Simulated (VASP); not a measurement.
# WS2 (P6_3/mmc) in VASP: electric field gradients with PBE

Aim: the electric field gradients of WS2 with PBE.

Everything below comes from runs of VASP 6.6.1. Logs are shortened: lines on timing, memory, paths and dates and some standing lists are left out, and cuts for length are marked.

## 1. The cell of the first run

The structure is hexagonal, space group P6_3/mmc (No. 194). The conventional cell has a = 3.180 Å, b = 3.180 Å, c = 12.500 Å, α = 90.00°, β = 90.00°, γ = 120.00°. Within 3.2 Å of W (site symmetry -6m2) lie 6 S at 2.45 Å and 6 W at 3.18 Å. S (site symmetry 3m) has 3 W at 2.45 Å and 6 S at 3.18 Å within 3.2 Å.

## 2. Electric field gradients, PBE

Input file INCAR:

```
SYSTEM = WS2
PREC = Accurate ; ENCUT = 520
EDIFF = 1E-8 ; ISMEAR = -1
SIGMA = 0.05 ; LREAL = .False.
LASPH = .True. ; NELM = 100
ALGO = Normal ; ISIF = 2
LWAVE = .False. ; LCHARG = .False.
GGA = PE ; LEFG = .True.
NBANDS = 35
```

Input file KPOINTS:

```
regular mesh
0
Gamma
  10 10 3
  0 0 0
```

Input file POSCAR:

```
WS2
1.0
    3.1799996605      0.0000000000      0.0000000000
   -1.5899998303      2.7539604900      0.0000000000
    0.0000000000      0.0000000000     12.5000000000
W S
2 4
Direct
    0.3333333333      0.6666666667      0.2500000000
    0.6666666667      0.3333333333      0.7500000000
    0.3333333333      0.6666666667      0.6200000000
    0.6666666667      0.3333333333      0.1200000000
    0.3333333333      0.6666666667      0.8800000000
    0.6666666667      0.3333333333      0.3800000000
```

Potentials or basis: VASP PAW PBE potentials, release 64 (W_sv, S).

On the command line:

```sh
$ cat potpaw_PBE.64/W_sv/POTCAR potpaw_PBE.64/S/POTCAR > POTCAR
$ mpirun -np 1 vasp_std > vasp.out
```

OUTCAR:

```text
SYSTEM = WS2
   PREC = Accurate
   ENCUT = 520
   EDIFF = 1E-8
   ISMEAR = -1
   LREAL = .False.
   LASPH = .True.
   NELM = 100
   ISIF = 2
   GGA = PE

 ion  position               nearest neighbor table
   1  0.333  0.667  0.250-   4 2.45   6 2.45   4 2.45   6 2.45   4 2.45   6 2.45
   2  0.667  0.333  0.750-   3 2.45   5 2.45   3 2.45   5 2.45   3 2.45   5 2.45
   3  0.333  0.667  0.620-   2 2.45   2 2.45   2 2.45
   4  0.667  0.333  0.120-   1 2.45   1 2.45   1 2.45
   5  0.333  0.667  0.880-   2 2.45   2 2.45   2 2.45
   6  0.667  0.333  0.380-   1 2.45   1 2.45   1 2.45

  LATTYP: Found a hexagonal cell.
 ALAT       =     3.1799996605
 C/A-ratio  =     3.9308180297

  Lattice vectors:

 A1 = (   3.1799996605,   0.0000000000,   0.0000000000)
 A2 = (  -1.5899998303,   2.7539604900,   0.0000000000)
 A3 = (   0.0000000000,   0.0000000000,  12.5000000000)

Analysis of symmetry for initial positions (statically):
=====================================================================
 Subroutine PRICEL returns:
 Original cell was already a primitive cell.

 Routine SETGRP: Setting up the symmetry group for a
 hexagonal supercell.

 Subroutine GETGRP returns: Found 24 space group operations
 (whereof 12 operations were pure point group operations)
 out of a pool of 24 trial point group operations.

The static configuration has the point symmetry D_3d.
 The point group associated with its full space group is D_6h.

Analysis of symmetry for dynamics (positions and initial velocities):
=====================================================================
 Subroutine PRICEL returns:
 Original cell was already a primitive cell.

 Routine SETGRP: Setting up the symmetry group for a
 hexagonal supercell.

 Subroutine GETGRP returns: Found 24 space group operations
 (whereof 12 operations were pure point group operations)
 out of a pool of 24 trial point group operations.

The dynamic configuration has the point symmetry D_3d.
 The point group associated with its full space group is D_6h.

 Subroutine INISYM returns: Found 24 space group operations
 (whereof 12 operations are pure point group operations),
 and found     1 'primitive' translations

----------------------------------------------------------------------------------------

                                     Primitive cell

  volume of cell :     109.4699

  direct lattice vectors                    reciprocal lattice vectors
     3.179999661  0.000000000  0.000000000     0.314465442  0.181556708  0.000000000
    -1.589999830  2.753960490  0.000000000     0.000000000  0.363113416  0.000000000
     0.000000000  0.000000000 12.500000000     0.000000000  0.000000000  0.080000000

  length of vectors
     3.179999661  3.179999661 12.500000000     0.363113416  0.363113416  0.080000000

  position of ions in fractional coordinates (direct lattice)
     0.333333333  0.666666667  0.250000000
     0.666666667  0.333333333  0.750000000
     0.333333333  0.666666667  0.620000000
     0.666666667  0.333333333  0.120000000
     0.333333333  0.666666667  0.880000000
     0.666666667  0.333333333  0.380000000

  ion indices of the primitive-cell ions
   primitive index   ion index
                 1           1
                 2           2
                 3           3
                 4           4
                 5           5
                 6           6

----------------------------------------------------------------------------------------

 KPOINTS: regular mesh

Automatic generation of k-mesh.
 Grid dimensions read from file:
 generate k-points for:   10   10    3

 Generating k-lattice:

  Cartesian coordinates                     Fractional coordinates (reciprocal lattice)
[... 54 lines left out ...]
   ISPIN  =      1    spin polarized calculation?
   LNONCOLLINEAR =      F non collinear calculations
   LSORBIT =      F    spin-orbit coupling
   LASPH  =      T    aspherical Exc in radial PAW
   ENCUT  =  520.0 eV  38.22 Ry    6.18 a.u.   5.91  5.91 23.24*2*pi/ulx,y,z
   NELM   =    100;   NELMIN=  2; NELMDL= -5     # of ELM steps
   EDIFF  = 0.1E-07   stopping-criterion for ELM
   LREAL  =      F    real-space projection
   EDIFFG = 0.1E-06   stopping-criterion for IOM
   NSW    =      0    number of steps for IOM
   IBRION =     -1    ionic relax: 0-MD 1-quasi-New 2-CG
   NFREE  =      0    steps in history (QN), initial steepest desc. (CG)
   ISIF   =      2    stress and relaxation
   ISYM   =      2    0-nonsym 1-usesym 2-fastsym
   POTIM  = 0.5000    time-step for ionic-motion
   TEBEG  =    0.0;   TEEND  =   0.0 temperature during run
   PSTRESS=    0.0 pullay stress
   NELECT =      52.0000    total number of electrons
   NUPDOWN=      -1.0000    fix difference up-down
   EMIN   =  10.00;   EMAX   =-10.00  energy-range for DOS
   EFERMI =   0.00;   METHOD = LEGACY
   ISMEAR =    -1;   SIGMA  =   0.05  broadening in eV -4-tet -1-fermi 0-gaus
   EFERMI_NEDOS =   21; number of points for ismear=-14 and -15
   IALGO  =     38    algorithm
   IMIX   =      4    mixing-type and parameters
     AMIX     =   0.40;   BMIX     =  1.00
     AMIX_MAG =   1.60;   BMIX_MAG =  1.00
  volume/ion in A,a.u.               =      18.24       123.12
  Fermi-wavevector in a.u.,A,eV,Ry     =   1.277353  2.413848 22.199692  1.631631
  Thomas-Fermi vector in A             =   2.409958
   LORBIT       =      0    0 simple, 1 ext, 2 COOP (PROOUT), +10 PAW based schemes
   GGA     = PE    functional components
   LHFCALC =     F    Hartree Fock is set to
   AEXX    =    0.0000 exact exchange contribution
   IVDW    =     0    specifies the selected vdW correction
   LEPSILON=     F    determine dielectric tensor
   LRPA    =     F    only Hartree local field effects (RPA)
 non-spin polarized calculation
  energy-cutoff  :      520.00
  volume of cell :      109.47
 maximum number of plane-waves:      2976
 NGX is ok and might be reduce to    24
   NGX = 11   NGY = 11   NGZ = 47

 number of electron      52.0000006 magnetization

 Free energy of the ion-electron system (eV)
  ---------------------------------------------------
  ext. energy  EPLUGINS =         0.00000000
  ---------------------------------------------------
  free energy    TOTEN  =       -47.16183774 eV

  energy without entropy =      -47.16183714  energy(sigma->0) =      -47.16183744

 E-fermi :   7.4444     XC(G=0): -10.8541

 val. band max:        6.9582932995   @ k =   0.0000   0.0000   0.0000
 cond. band min:       8.0430137142   @ k =   0.2000   0.2000   0.0000
 fundamental gap:      1.0847204146
 Fermi energy:         7.4444140858

 k-point     1 :       0.0000    0.0000    0.0000
  band No.  band energies     occupation
      1     -67.5694      2.00000
      2     -67.5693      2.00000
      3     -31.7822      2.00000
      4     -31.7821      2.00000
      5     -31.6182      2.00000
      6     -31.6182      2.00000
[... 901 lines left out ...]
     34      11.0017      0.00000
     35      11.9844      0.00000

 [... further k-points ...]

------------------------ aborting loop because EDIFF is reached ----------------------------------------

  FORCE on cell =-STRESS in cart. coord.  units (eV):
  Direction    XX          YY          ZZ          XY          YZ          ZX
  --------------------------------------------------------------------------------------
  -------------------------------------------------------------------------------------
  Total       -1.4269064     -1.4269064     -4.7867675      0.0000000      0.0000000      0.0000000
  in kB      -20.8838844    -20.8838844    -70.0580623      0.0000000      0.0000000      0.0000000
  external PRESSURE =     -37.2752770 kB  Pullay stress =       0.0000000 kB

 VOLUME and BASIS-vectors are now :
 -----------------------------------------------------------------------------
  energy-cutoff  :      520.00
  volume of cell :      109.47
      direct lattice vectors                 reciprocal lattice vectors
     3.179999661  0.000000000  0.000000000     0.314465442  0.181556708  0.000000000
    -1.589999830  2.753960490  0.000000000     0.000000000  0.363113416  0.000000000
     0.000000000  0.000000000 12.500000000     0.000000000  0.000000000  0.080000000

 POSITION                                       TOTAL-FORCE (eV/Angst)
 -----------------------------------------------------------------------------------
     -0.00000      1.83597      3.12500         0.000000     -0.000000      0.000000
      1.59000      0.91799      9.37500        -0.000000      0.000000      0.000000
     -0.00000      1.83597      7.75000        -0.000000      0.000000      1.054527
      1.59000      0.91799      1.50000        -0.000000      0.000000      1.054527
     -0.00000      1.83597     11.00000         0.000000     -0.000000     -1.054527
      1.59000      0.91799      4.75000         0.000000      0.000000     -1.054527
 -----------------------------------------------------------------------------------
    total drift:                               -0.000000      0.000000     -0.000000

  FREE ENERGIE OF THE ION-ELECTRON SYSTEM (eV)
  ---------------------------------------------------
  free  energy   TOTEN  =       -47.1618377391 eV

  energy  without entropy=      -47.1618371443  energy(sigma->0) =      -47.16183744

 Electric field gradients (V/A^2)
---------------------------------------------------------------------
 ion       V_xx      V_yy      V_zz      V_xy      V_xz      V_yz
---------------------------------------------------------------------
   1      65.120    65.120  -130.240     0.000     0.000    -0.000
   2      65.120    65.120  -130.240     0.000    -0.000     0.000
   3      16.493    16.494   -32.987     0.001     0.000    -0.000
   4      16.493    16.494   -32.987     0.001    -0.000     0.000
   5      16.493    16.494   -32.987     0.001    -0.000     0.000
   6      16.493    16.494   -32.987     0.001     0.000    -0.000
---------------------------------------------------------------------

 Electric field gradients after diagonalization (V/A^2)
 (convention: |V_zz| > |V_xx| > |V_yy|)
----------------------------------------------------------------------
 ion       V_xx      V_yy      V_zz     asymmetry (V_yy - V_xx)/ V_zz
----------------------------------------------------------------------
   1      65.120    65.120  -130.240       0.000
   2      65.120    65.120  -130.240       0.000
   3      16.494    16.493   -32.987       0.000
   4      16.494    16.493   -32.987       0.000
   5      16.494    16.493   -32.987       0.000
   6      16.494    16.493   -32.987       0.000
----------------------------------------------------------------------

           NMR quadrupolar parameters

 Cq : quadrupolar parameter    Cq=e*Q*V_zz/h
 eta: asymmetry parameters     (V_yy - V_xx)/ V_zz
 Q  : nuclear electric quadrupole moment in mb (millibarn)
----------------------------------------------------------------------
 ion       Cq(MHz)       eta       Q (mb)
----------------------------------------------------------------------
   1      -0.315       0.000       1.000
   2      -0.315       0.000       1.000
   3      -0.080       0.000       1.000
   4      -0.080       0.000       1.000
   5      -0.080       0.000       1.000
   6      -0.080       0.000       1.000
----------------------------------------------------------------------
```

Wall time 4.2 min (1 thread of AMD EPYC 7R13 (Zen 3), shared host); peak memory 0.23 GiB.

Results:

* Free energy: -47.1618 eV
* Pressure: -3.7 GPa
* Largest force: 1.055 eV/Å
* Band gap on the k mesh: 1.08 eV, indirect (least direct gap 2.12 eV)

Forces in eV/Å, atoms in the order of the input:
```
W    0.000  0.000  0.000
W    0.000  0.000  0.000
S    0.000  0.000  1.055
S    0.000  0.000  1.055
S    0.000  0.000 -1.055
S    0.000  0.000 -1.055
```

Stress tensor (GPa, compression positive):
```
-2.09  0.00  0.00
 0.00 -2.09  0.00
 0.00  0.00 -7.01
```

Electric field gradients, principal values (V/Å²):
```
atom   least  middle  greatest (by size)
 1 W  65.120  65.120            -130.240
 2 W  65.120  65.120            -130.240
 3 S  16.493  16.494             -32.987
 4 S  16.493  16.494             -32.987
 5 S  16.493  16.494             -32.987
 6 S  16.493  16.494             -32.987
```

Caveat: without QUAD_EFG the Cq values of the log hold for a quadrupole moment of 1 mb, not for the nuclei; spin-orbit coupling is left out, which moves the levels of the heavy elements; this functional lacks dispersion, which binds the layers, so the pressure and a relaxed spacing across them are unreliable; forces of over 1 eV/Å act on the atoms, so gaps and moduli don't describe the material at rest. A hybrid or GW would open this gap; PBE tends to underestimate it.
